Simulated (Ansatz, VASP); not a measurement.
**Sr in VASP and in Ansatz**

```
Sr
1.0
    -4.23115    4.23115    3.63930
     4.23115   -4.23115    3.63930
     4.23115    4.23115   -3.63930
Sr
4
Direct
  0.16455 0.66455 0.82910
  0.83545 0.33545 0.17090
  0.66455 0.83545 0.50000
  0.33545 0.16455 0.50000
```

Alike in both runs: task single point; functional PBEsol; k mesh 4 × 4 × 4; no spin polarisation.

|  | VASP | Ansatz |
| --- | --- | --- |
| version | VASP 6.6.1 | Ansatz 0.2.0 |
| potentials or method | VASP PAW PBE potentials, release 64 (Sr_sv), cutoff 520 eV | plane waves, PAW |
| occupations | methfessel-paxton of order 1, width 0.02 eV | cold, width 0.02 eV |
| valence electrons in the cell | 40 | 40 |

|  | VASP | Ansatz | Ansatz less VASP |
| --- | --- | --- | --- |
| pressure (GPa) | -1.2 | -1.2 | 0.00 |

VASP's potentials were made for PBE, not for PBEsol.
